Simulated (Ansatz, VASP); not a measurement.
# One calculation of Cu, two programs

```xyz
1
Lattice="0.0000 1.9521 1.8075 1.9521 0.0000 1.8075 1.9521 1.9521 0.0000" Properties=species:S:1:pos:R:3 pbc="T T T"
Cu    0.0000    0.0000    0.0000
```

Change from the starting cell: strain +0.080 along x and y, +0.000 along z, atoms carried along.

Alike in both runs: task single point; functional PBEsol; k mesh 22 × 22 × 22; occupations gaussian, width 0.15 eV; no spin polarisation.

|  | VASP | Ansatz |
| --- | --- | --- |
| version | VASP 6.6.1 | Ansatz 0.2.0 |
| potentials or method | VASP PAW PBE potentials, release 64 (Cu), cutoff 520 eV | scalar-relativistic, plane waves, PAW |
| valence electrons in the cell | 11 | 19 |

|  | VASP | Ansatz | Ansatz less VASP |
| --- | --- | --- | --- |
| gap on the k mesh at the Fermi level (eV) | none | none | - |
| pressure (GPa) | -19.4 | -20.0 | -0.63 |
| traceless stress, the component that is largest in VASP (GPa) | 1.42 | 1.45 | +0.034 |

VASP's potentials were made for PBE, not for PBEsol. A gap of «none» marks a metal or a gap that the smearing closes. VASP's potentials hold 11 valence electrons a cell and Ansatz's 19, so a difference there can come from the potentials and not from the codes.
